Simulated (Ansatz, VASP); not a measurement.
One calculation of Hf, two programs

```
Hf
1.0
    -1.80500    1.80500    1.80500
     1.80500   -1.80500    1.80500
     1.80500    1.80500   -1.80500
Hf
1
Direct
  0.00000 0.00000 0.00000
```

Alike in both runs: task relaxation of cell and atoms; functional BLYP; dispersion D4; k mesh 10 × 10 × 10; occupations fermi-dirac, width 0.05 eV; no spin polarisation.

|  | VASP | Ansatz |
| --- | --- | --- |
| version | VASP 6.6.1 | Ansatz 0.2.0 |
| potentials or method | VASP PAW PBE potentials, release 64 (Hf_pv) | Ansatz PAW |
| plane-wave cutoff (eV) | 600 | 420 |
| valence electrons in the cell | 10 | 26 |

```tsv
	VASP	Ansatz	Ansatz less VASP
gap on the k mesh at the Fermi level, each at its own relaxed structure (eV)	none	none	-
relaxed volume (Å³/atom)	22.28	22.25	-0.028
relaxed cell length with the largest relative difference (Å)	3.070	3.069	-0.0013
```

VASP's potentials were made for PBE, not for BLYP. A gap of «none» marks a metal or a gap that the smearing closes. VASP's potentials hold 10 valence electrons a cell and Ansatz's 26, so a difference there can come from the potentials and not from the codes.

Spin-orbit coupling is off throughout. Noted on Ansatz's run: the plane-wave basis is chosen anew once the cell has moved, so the energies of steps on either side of that aren't comparable.
